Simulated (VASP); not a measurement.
# NdTl2P3 (P-6m2) in VASP: single point with PBE

Aim: the single point of NdTl2P3 with PBE.

All numbers are computed with VASP 6.6.1; they aren't measurements. Logs are shortened: lines on timing, memory, paths and dates and some standing lists are left out, and cuts for length are marked.

## (1) The cell of the first run

The structure is hexagonal, space group P-6m2 (No. 187). The conventional cell has a = 5.290 Å, b = 5.290 Å, c = 6.147 Å, α = 90.00°, β = 90.00°, γ = 120.00°. Within 4.0 Å of Nd (site symmetry -6m2) lie 6 P at 3.05 Å and 2 Tl at 3.07 Å. Within 4.0 Å of Tl (site symmetry -6m2) lie 3 Tl at 3.05 Å and 5 P at 3.05 to 3.07 Å. Tl (site symmetry -6m2) has 3 Tl at 3.05 Å and 3 P at 3.05 Å and 2 Nd at 3.07 Å within 4.0 Å. Within 4.0 Å of P (site symmetry -6m2) lie 3 Nd at 3.05 Å and 3 P at 3.05 Å and 2 Tl at 3.07 Å. P (site symmetry -6m2) has 3 Nd at 3.05 Å and 5 P at 3.05 to 3.07 Å within 4.0 Å. P (site symmetry -6m2) has 6 Tl at 3.05 Å and 2 P at 3.07 Å within 4.0 Å.

The cell was generated, and may not be a known phase.

## (2) Single point, PBE

Contents of INCAR:

```
SYSTEM = NdTl2P3
PREC = Accurate ; ENCUT = 500
EDIFF = 1E-6 ; ISMEAR = 0
SIGMA = 0.2 ; LREAL = .FALSE.
LASPH = .TRUE. ; NELM = 200
ALGO = Normal ; ISIF = 2
LWAVE = .FALSE. ; LCHARG = .FALSE.
GGA = PE ; NBANDS = 35
GGA_COMPAT = .FALSE. ; LMAXMIX = 6
```

Contents of KPOINTS:

```
Automatic mesh
0
G
  4 4 3
  0 0 0
```

Contents of POSCAR:

```
NdTl2P3
1.0
    5.2902868067      0.0000000000      0.0000000000
   -2.6451434034      4.5815227679      0.0000000000
    0.0000000000      0.0000000000      6.1473678413
Nd Tl P
1 2 3
Direct
    0.3333333333      0.6666666667      0.0000000000
    0.6666666667      0.3333333333      0.5000000000
    0.3333333333      0.6666666667      0.5000000000
    0.6666666667      0.3333333333      0.0000000000
    0.0000000000      0.0000000000      0.0000000000
    0.0000000000      0.0000000000      0.5000000000
```

Potentials or basis: VASP PAW PBE potentials, release 64 (Nd_3, Tl_d, P), 4f in core.

Command:

```sh
> cat potpaw_PBE.64/Nd_3/POTCAR potpaw_PBE.64/Tl_d/POTCAR potpaw_PBE.64/P/POTCAR > POTCAR
> mpirun -np 1 vasp_std > vasp.out
```

OUTCAR:

```text
SYSTEM = NdTl2P3
   PREC = Accurate
   ENCUT = 500
   EDIFF = 1E-6
   ISMEAR = 0
   LREAL = .FALSE.
   LASPH = .TRUE.
   NELM = 200
   ISIF = 2
   GGA = PE

 ion  position               nearest neighbor table
   1  0.333  0.667  0.000-   4 3.05   4 3.05   5 3.05   5 3.05   5 3.05   4 3.05   3 3.07   3 3.07

   2  0.667  0.333  0.500-   3 3.05   3 3.05   6 3.05   6 3.05   6 3.05   3 3.05   4 3.07   4 3.07

   3  0.333  0.667  0.500-   2 3.05   2 3.05   6 3.05   6 3.05   6 3.05   2 3.05   1 3.07   1 3.07

   4  0.667  0.333  0.000-   1 3.05   1 3.05   1 3.05   2 3.07   2 3.07
   5  0.000  0.000  0.000-   1 3.05   1 3.05   1 3.05
   6  0.000  0.000  0.500-   2 3.05   3 3.05   2 3.05   3 3.05   2 3.05   3 3.05

  LATTYP: Found a hexagonal cell.
 ALAT       =     5.2902868067
 C/A-ratio  =     1.1620103155

  Lattice vectors:

 A1 = (   5.2902868067,   0.0000000000,   0.0000000000)
 A2 = (  -2.6451434034,   4.5815227679,   0.0000000000)
 A3 = (   0.0000000000,   0.0000000000,   6.1473678413)

Analysis of symmetry for initial positions (statically):
=====================================================================
 Subroutine PRICEL returns:
 Original cell was already a primitive cell.

 Routine SETGRP: Setting up the symmetry group for a
 hexagonal supercell.

 Subroutine GETGRP returns: Found 12 space group operations
 (whereof 12 operations were pure point group operations)
 out of a pool of 24 trial point group operations.

The static configuration has the point symmetry D_3h.

Analysis of symmetry for dynamics (positions and initial velocities):
=====================================================================
 Subroutine PRICEL returns:
 Original cell was already a primitive cell.

 Routine SETGRP: Setting up the symmetry group for a
 hexagonal supercell.

 Subroutine GETGRP returns: Found 12 space group operations
 (whereof 12 operations were pure point group operations)
 out of a pool of 24 trial point group operations.

The dynamic configuration has the point symmetry D_3h.

 Subroutine INISYM returns: Found 12 space group operations
 (whereof 12 operations are pure point group operations),
 and found     1 'primitive' translations

----------------------------------------------------------------------------------------

                                     Primitive cell

  volume of cell :     148.9973

  direct lattice vectors                    reciprocal lattice vectors
     5.290286807  0.000000000  0.000000000     0.189025668  0.109134021  0.000000000
    -2.645143403  4.581522768  0.000000000     0.000000000  0.218268041  0.000000000
     0.000000000  0.000000000  6.147367841     0.000000000  0.000000000  0.162671248

  length of vectors
     5.290286807  5.290286807  6.147367841     0.218268041  0.218268041  0.162671248

  position of ions in fractional coordinates (direct lattice)
     0.333333333  0.666666667  0.000000000
     0.666666667  0.333333333  0.500000000
     0.333333333  0.666666667  0.500000000
     0.666666667  0.333333333  0.000000000
     0.000000000  0.000000000  0.000000000
     0.000000000  0.000000000  0.500000000

  ion indices of the primitive-cell ions
   primitive index   ion index
                 1           1
                 2           2
                 3           3
                 4           4
                 5           5
                 6           6

----------------------------------------------------------------------------------------

 KPOINTS: Automatic mesh

Automatic generation of k-mesh.
 Grid dimensions read from file:
 generate k-points for:    4    4    3

 Generating k-lattice:

  Cartesian coordinates                     Fractional coordinates (reciprocal lattice)
     0.047256417  0.027283505  0.000000000     0.250000000  0.000000000  0.000000000
     0.000000000  0.054567010  0.000000000     0.000000000  0.250000000  0.000000000
     0.000000000  0.000000000  0.054223749     0.000000000  0.000000000  0.333333333

  Length of vectors
     0.054567010  0.054567010  0.054223749

  Shift w.r.t. Gamma in fractional coordinates (k-lattice)
     0.000000000  0.000000000  0.000000000

 Subroutine IBZKPT returns following result:
 ===========================================

 Found      8 irreducible k-points:

 Following reciprocal coordinates:
            Coordinates               Weight
  0.000000  0.000000  0.000000      1.000000
  0.250000  0.000000  0.000000      6.000000
  0.500000  0.000000  0.000000      3.000000
  0.250000  0.250000  0.000000      6.000000
  0.000000  0.000000  0.333333      2.000000
  0.250000  0.000000  0.333333     12.000000
  0.500000  0.000000  0.333333      6.000000
  0.250000  0.250000  0.333333     12.000000
   k-points           NKPTS =      8   k-points in BZ     NKDIM =      8   number of bands    NBANDS=     35
   number of dos      NEDOS =    301   number of ions     NIONS =      6
   total plane-waves  NPLWV =  76800
   dimension x,y,z NGX =    40 NGY =   40 NGZ =   48
   dimension x,y,z NGXF=    80 NGYF=   80 NGZF=   96
   ions per type =               1   2   3
   NGX,Y,Z   is equivalent  to a cutoff of  12.57, 12.57, 12.98 a.u.
   NGXF,Y,Z  is equivalent  to a cutoff of  25.14, 25.14, 25.96 a.u.
 SYSTEM =  NdTl2P3
   PREC   = accura    normal or accurate (medium, high low for compatibility)
   ISTART =      0    job   : 0-new  1-cont  2-samecut
   ICHARG =      2    charge: 1-file 2-atom 10-const
   ISPIN  =      1    spin polarized calculation?
   LNONCOLLINEAR =      F non collinear calculations
   LSORBIT =      F    spin-orbit coupling
   LASPH  =      T    aspherical Exc in radial PAW
   ENCUT  =  500.0 eV  36.75 Ry    6.06 a.u.   9.65  9.65 11.21*2*pi/ulx,y,z
   NELM   =    200;   NELMIN=  2; NELMDL= -5     # of ELM steps
   EDIFF  = 0.1E-05   stopping-criterion for ELM
   LREAL  =      F    real-space projection
   EDIFFG = 0.1E-04   stopping-criterion for IOM
   NSW    =      0    number of steps for IOM
   IBRION =     -1    ionic relax: 0-MD 1-quasi-New 2-CG
   NFREE  =      0    steps in history (QN), initial steepest desc. (CG)
   ISIF   =      2    stress and relaxation
   ISYM   =      2    0-nonsym 1-usesym 2-fastsym
   POTIM  = 0.5000    time-step for ionic-motion
   TEBEG  =    0.0;   TEEND  =   0.0 temperature during run
   PSTRESS=    0.0 pullay stress
   NELECT =      52.0000    total number of electrons
   NUPDOWN=      -1.0000    fix difference up-down
   EMIN   =  10.00;   EMAX   =-10.00  energy-range for DOS
   EFERMI =   0.00;   METHOD = LEGACY
   ISMEAR =     0;   SIGMA  =   0.20  broadening in eV -4-tet -1-fermi 0-gaus
   EFERMI_NEDOS =   21; number of points for ismear=-14 and -15
   IALGO  =     38    algorithm
   IMIX   =      4    mixing-type and parameters
     AMIX     =   0.40;   BMIX     =  1.00
     AMIX_MAG =   1.60;   BMIX_MAG =  1.00
  volume/ion in A,a.u.               =      24.83       167.58
  Fermi-wavevector in a.u.,A,eV,Ry     =   1.152612  2.178121 18.075540  1.328515
  Thomas-Fermi vector in A             =   2.289262
   LORBIT       =      0    0 simple, 1 ext, 2 COOP (PROOUT), +10 PAW based schemes
   GGA     = PE    functional components
   LHFCALC =     F    Hartree Fock is set to
   AEXX    =    0.0000 exact exchange contribution
   IVDW    =     0    specifies the selected vdW correction
   LEPSILON=     F    determine dielectric tensor
   LRPA    =     F    only Hartree local field effects (RPA)
 non-spin polarized calculation
 Gauss-broadening in eV      SIGMA  =   0.20
  energy-cutoff  :      500.00
  volume of cell :      149.00
 maximum number of plane-waves:      3808
 NGX is ok and might be reduce to    40
   NGX = 19   NGY = 19   NGZ = 23

 number of electron      52.0000000 magnetization

 Free energy of the ion-electron system (eV)
  ---------------------------------------------------
  ext. energy  EPLUGINS =         0.00000000
  ---------------------------------------------------
  free energy    TOTEN  =       -23.77884848 eV

  energy without entropy =      -23.68034641  energy(sigma->0) =      -23.72959744

 E-fermi :   5.2522     XC(G=0): -10.0205

 val. band max:        5.2017327118   @ k =   0.2500   0.2500   0.3333
 cond. band min:       5.2700716764   @ k =   0.2500   0.2500   0.0000
 fundamental gap:      0.0683389646
 Fermi energy:         5.2521961300

 k-point     1 :       0.0000    0.0000    0.0000
  band No.  band energies     occupation
      1     -32.4635      2.00000
      2     -13.7878      2.00000
      3     -13.5682      2.00000
      4     -13.5682      2.00000
      5      -6.5932      2.00000
      6      -6.0793      2.00000
[... 27 lines left out ...]
     34       9.5249      0.00000
     35      10.4250      0.00000

 k-point     2 :       0.2500    0.0000    0.0000
  band No.  band energies     occupation
      1     -32.4631      2.00000
      2     -13.7861      2.00000
      3     -13.6030      2.00000
      4     -13.5740      2.00000
      5      -6.4262      2.00000
      6      -6.2625      2.00000
[... 27 lines left out ...]
     34       9.8757      0.00000
     35      10.7096      0.00000

 k-point     3 :       0.5000    0.0000    0.0000
  band No.  band energies     occupation
      1     -32.4626      2.00000
      2     -13.7844      2.00000
      3     -13.6369      2.00000
      4     -13.5798      2.00000
      5      -6.4336      2.00000
      6      -6.2912      2.00000
[... 27 lines left out ...]
     34       9.5157      0.00000
     35      10.1547      0.00000

 k-point     4 :       0.2500    0.2500    0.0000
  band No.  band energies     occupation
      1     -32.4626      2.00000
      2     -13.7844      2.00000
      3     -13.6228      2.00000
      4     -13.5941      2.00000
      5      -6.5032      2.00000
      6      -6.3182      2.00000
[... 27 lines left out ...]
     34       9.5932      0.00000
     35       9.7815      0.00000

 k-point     5 :       0.0000    0.0000    0.3333
  band No.  band energies     occupation
      1     -32.4630      2.00000
      2     -13.8322      2.00000
      3     -13.5695      2.00000
      4     -13.5695      2.00000
      5      -6.5455      2.00000
      6      -6.0668      2.00000
[... 27 lines left out ...]
     34      10.2705      0.00000
     35      10.7228      0.00000

 k-point     6 :       0.2500    0.0000    0.3333
  band No.  band energies     occupation
      1     -32.4625      2.00000
      2     -13.8301      2.00000
      3     -13.6041      2.00000
      4     -13.5753      2.00000
      5      -6.3691      2.00000
      6      -6.2498      2.00000
[... 27 lines left out ...]
     34       9.8821      0.00000
     35      10.5900      0.00000

 k-point     7 :       0.5000    0.0000    0.3333
  band No.  band energies     occupation
      1     -32.4621      2.00000
      2     -13.8281      2.00000
      3     -13.6377      2.00000
      4     -13.5811      2.00000
      5      -6.4189      2.00000
      6      -6.2609      2.00000
[... 27 lines left out ...]
     34       9.9060      0.00000
     35      10.1529      0.00000

 k-point     8 :       0.2500    0.2500    0.3333
  band No.  band energies     occupation
      1     -32.4621      2.00000
      2     -13.8281      2.00000
      3     -13.6237      2.00000
      4     -13.5953      2.00000
      5      -6.4917      2.00000
      6      -6.2423      2.00000
[... 27 lines left out ...]
     34       9.5280      0.00000
     35       9.6198      0.00000

------------------------ aborting loop because EDIFF is reached ----------------------------------------

  FORCE on cell =-STRESS in cart. coord.  units (eV):
  Direction    XX          YY          ZZ          XY          YZ          ZX
  --------------------------------------------------------------------------------------
  -------------------------------------------------------------------------------------
  Total       -0.0554076     -0.0554076      0.0497717      0.0000000      0.0000000      0.0000000
  in kB       -0.5958015     -0.5958015      0.5351979      0.0000000      0.0000000      0.0000000
  external PRESSURE =      -0.2188017 kB  Pullay stress =       0.0000000 kB

 VOLUME and BASIS-vectors are now :
 -----------------------------------------------------------------------------
  energy-cutoff  :      500.00
  volume of cell :      149.00
      direct lattice vectors                 reciprocal lattice vectors
     5.290286807  0.000000000  0.000000000     0.189025668  0.109134021  0.000000000
    -2.645143403  4.581522768  0.000000000     0.000000000  0.218268041  0.000000000
     0.000000000  0.000000000  6.147367841     0.000000000  0.000000000  0.162671248

 POSITION                                       TOTAL-FORCE (eV/Angst)
 -----------------------------------------------------------------------------------
     -0.00000      3.05435      0.00000        -0.000000     -0.000000      0.000000
      2.64514      1.52717      3.07368        -0.000000      0.000000      0.000000
     -0.00000      3.05435      3.07368         0.000000      0.000000      0.000000
      2.64514      1.52717      0.00000         0.000000     -0.000000      0.000000
      0.00000      0.00000      0.00000         0.000000     -0.000000      0.000000
      0.00000      0.00000      3.07368         0.000000     -0.000000      0.000000
 -----------------------------------------------------------------------------------
    total drift:                                0.000000     -0.000000      0.000000

  FREE ENERGIE OF THE ION-ELECTRON SYSTEM (eV)
  ---------------------------------------------------
  free  energy   TOTEN  =       -23.7788484768 eV

  energy  without entropy=      -23.6803464101  energy(sigma->0) =      -23.72959744
```

Wall time 38 s (1 thread of AMD EPYC 7R13 (Zen 3), shared host); peak memory 0.24 GiB.

Results:

```
Free energy            : -23.7788 eV
Pressure               : 0.0 GPa
Band gap on the k mesh : zero (bands 26 and 27 overlap by 0.61 eV)
```

Stress tensor (GPa, compression positive):
```
-0.06  0.00  0.00
 0.00 -0.06  0.00
 0.00  0.00  0.05
```

Caveat: spin-orbit coupling is left out, which moves the levels of the heavy elements; the 4f electrons are frozen in the core, so they carry no moment and show no levels. Spin polarisation is off, so any magnetic state and its effect on volume and gap are missing.

The gap in the log of VASP goes by the Fermi energy; the results here count the filled bands.